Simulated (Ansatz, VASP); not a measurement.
## Two plane-wave programs on FeNi3

Contents of INCAR:

```
SYSTEM = FeNi3
PREC = Accurate
ENCUT = 600
EDIFF = 1E-6
ISMEAR = -1
SIGMA = 0.05
LREAL = .False.
LASPH = .True.
NELM = 200
ALGO = Normal
ISIF = 2
LWAVE = .False.
LCHARG = .True.
ISPIN = 2
MAGMOM = 4.5 -2 2 -2
LORBIT = 11
LMAXMIX = 4
GGA = PE
LELF = .True.
LVHAR = .True.
NBANDS = 31
GGA_COMPAT = .False.
```

The input KPOINTS:

```
regular mesh
0
Gamma
  7 7 7
  0 0 0
```

The input POSCAR:

```
FeNi3
1.0
    3.5450000000      0.0000000000      0.0000000000
    0.0000000000      3.5450000000      0.0000000000
    0.0000000000      0.0000000000      3.5450000000
Fe Ni
1 3
Direct
    0.0000000000      0.0000000000      0.0000000000
    0.0000000000      0.5000000000      0.5000000000
    0.5000000000      0.0000000000      0.5000000000
    0.5000000000      0.5000000000      0.0000000000
```

Input for Ansatz:

```yaml
crystal:
  lattice:
    - [3.545, 0.0, 0.0]
    - [0.0, 3.545, 0.0]
    - [0.0, 0.0, 3.545]
  atoms:
    - { symbol: Fe, position: [0.0, 0.0, 0.0], spin: 4.5 }
    - { symbol: Ni, position: [0.0, 0.5, 0.5], spin: -2.0 }
    - { symbol: Ni, position: [0.5, 0.0, 0.5], spin: 2.0 }
    - { symbol: Ni, position: [0.5, 0.5, 0.0], spin: -2.0 }
magnetization:
  spin_polarized: true
kpoints:
  mp_grid:
    grid: [7, 7, 7]
hamiltonian:
  xc: pbe
scf:
  occupations:
    method: fermi_dirac
    width: 0.05
  algorithm: density_mixing
basis:
  ecutwfc: "31 Ry"
output:
  forces: true
  stress: true
  eigenvalues: true
```

Alike in both runs: task single point; functional PBE; k mesh 7 × 7 × 7; occupations fermi-dirac, width 0.05 eV; collinear spin.

```csv
,VASP,Ansatz
version,VASP 6.6.1,Ansatz 0.2.0
potentials or method,"VASP PAW PBE potentials, release 64 (Fe, Ni), cutoff 600 eV","plane waves, PAW"
valence electrons in the cell,38,70
```

VASP gave:

```
gap on the k mesh at the Fermi level (eV)                     : none
pressure (GPa)                                                : 0.1
net moment per atom (μB)                                      : 1.22
size of the moment on the site where the two differ most (μB) : 0.67
```

Task: Estimate Ansatz's values.

Result: gap on the k mesh at the Fermi level (eV): none; pressure (GPa): 0.3; net moment per atom (μB): 1.24; size of the moment on the site where the two differ most (μB): 0.73.

Site moments also hang on the region over which each program counts them. A gap of «none» marks a metal or a gap that the smearing closes. The functional is the same, so the differences come from potentials, cutoffs and numerics. VASP's potentials hold 38 valence electrons a cell and Ansatz's 70, so a difference there can come from the potentials and not from the codes. Ansatz's warnings: given moment on shells, seeded moment not kept.
